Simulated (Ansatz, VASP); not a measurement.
Two plane-wave programs on MgO2

```xyz
3
Lattice="1.5406 0.8894 3.7735 -1.5406 0.8894 3.7735 0.0000 -1.7789 3.7735" Properties=species:S:1:pos:R:3 pbc="T T T"
Mg    0.0000    0.0000    0.0000
O     0.0000    0.0000    4.8541
O     0.0000    0.0000    6.4664
```

Change from the starting cell: strain -0.040 along x and y, +0.080 along z, atoms carried along.

Alike in both runs: task single point; functional r2SCAN; k mesh 12 × 12 × 12; occupations gaussian, width 0.05 eV; no spin polarisation.

|  | VASP | Ansatz |
| --- | --- | --- |
| version | VASP 6.6.1 | Ansatz 0.2.0 |
| potentials or method | VASP PAW PBE potentials, release 64 (Mg, O), cutoff 520 eV | scalar-relativistic, plane waves, PAW |
| valence electrons in the cell | 14 | 22 |

Ansatz gave:

- gap on the k mesh at the Fermi level (eV): 1.26
- least direct gap on the mesh (eV): 1.26
- pressure (GPa): -9.1
- traceless stress, the component that is largest in VASP (GPa): -30.43
- rms of the force components (eV/Å): 0.871

Question: Estimate VASP's values.

Answer: gap on the k mesh at the Fermi level (eV): 1.24; least direct gap on the mesh (eV): 1.24; pressure (GPa): -9.8; traceless stress, the component that is largest in VASP (GPa): -29.83; rms of the force components (eV/Å): 0.812.

VASP's potentials were made for PBE, not for r2SCAN. Atom by atom the forces differ by 0.059 eV/Å (rms over components). VASP's potentials hold 14 valence electrons a cell and Ansatz's 22, so a difference there can come from the potentials and not from the codes.
